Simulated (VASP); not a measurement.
Write the native input for VASP 6.6.1 that does the following.

```yaml
Task: single point
Functional: LDA
Potentials_or_basis: VASP PAW LDA potentials, release 64 (Ti_sv, Al)
Cutoff: 520 eV
k_mesh: 16 × 16 × 16
Occupations: gaussian, width 0.15 eV
Spin: no spin polarisation
Dipole_correction: no
Further_INCAR_settings: ALGO = Fast; EDIFF = 1e-06; NBANDS = 14
```

The structure of TiAl lies in POSCAR:

```
TiAl
1.0
    2.8765923906      0.0000000000      0.0000000000
    0.0000000000      2.8765923906      0.0000000000
    0.0000000000      0.0000000000      4.0162982958
Ti Al
1 1
Direct
    0.0000000000      0.0000000000      0.0000000000
    0.5000000000      0.5000000000      0.5000000000
```

These files were run (other wordings do the same):

INCAR

```
SYSTEM = TiAl
PREC = Accurate
ENCUT = 520
EDIFF = 1E-6
ISMEAR = 0
SIGMA = 0.15
LREAL = .FALSE.
LASPH = .TRUE.
NELM = 60
ALGO = Fast
ISIF = 2
LWAVE = .FALSE.
LCHARG = .TRUE.
GGA = CA
LELF = .TRUE.
LVHAR = .TRUE.
NBANDS = 14
```

KPOINTS

```
regular mesh
0
G
  16 16 16
  0 0 0
```

Potentials or basis: VASP PAW LDA potentials, release 64 (Ti_sv, Al).

Launch:

```bash
$ cat potpaw_LDA.64/Ti_sv/POTCAR potpaw_LDA.64/Al/POTCAR > POTCAR
$ mpirun -np 1 vasp_std > vasp.out
```

Results of the run:

| Property | Result |
| --- | --- |
| Pressure | -8.8 GPa |
| Band gap on the k mesh | zero (an odd number of electrons rules out a gap without spin polarisation) |

Caveat: the cell stands under tension.

Wall time 6.6 min on 1 thread of Intel Xeon 8259CL (shared host), peak memory 0.3 GiB.
